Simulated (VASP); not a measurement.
Set up this calculation in VASP 6.6.1, as the native input.

```
Task                   : single point
Functional             : PBEsol
Potentials or basis    : VASP PAW PBE potentials, release 64 (Zn, Au)
Cutoff                 : 520 eV
k mesh                 : 16 × 16 × 16
Occupations            : gaussian, width 0.15 eV
Spin                   : no spin polarisation
Dipole correction      : no
Further INCAR settings : ALGO = Fast; EDIFF = 1e-07; NBANDS = 18
```

The structure of ZnAu lies in POSCAR:

```
ZnAu
1.0
    3.0485911265      0.0000000000      0.0000000000
    0.0000000000      3.0485911265      0.0000000000
    0.0000000000      0.0000000000      3.3534502391
Zn Au
1 1
Direct
    0.5000000000      0.5000000000      0.5000000000
    0.0000000000      0.0000000000      0.0000000000
```

This cell differs from its parent crystal: ratio of the length along z to the lengths across it x 1.1, volume and fractional coordinates fixed.

One way to write it, as run:

INCAR

```
  PREC = Accurate
  ENCUT = 520
  EDIFF = 1E-7
  ISMEAR = 0
  SIGMA = 0.15
  LREAL = F
  LASPH = T
  NELM = 60
  ALGO = Fast
  ISIF = 2
  LWAVE = F
  LCHARG = T
  GGA = PS
  LELF = T
  LVHAR = T
  NBANDS = 18
```

KPOINTS

```
regular mesh
0
Gamma
  16 16 16
```

Potentials or basis: VASP PAW PBE potentials, release 64 (Zn, Au).

Command:

```console
$ cat potpaw_PBE.64/Zn/POTCAR potpaw_PBE.64/Au/POTCAR > POTCAR
$ mpirun -np 1 vasp_std > vasp.out
```

Results of the run:

| Item | Value |
| --- | --- |
| Pressure | -2.2 GPa |

Caveat: the PAW data sets were made with another functional, which shifts forces and pressure a little.

It took 3.1 min on 1 thread of AMD EPYC 9R45 (Zen 5), on a shared host, peak memory 0.3 GiB.
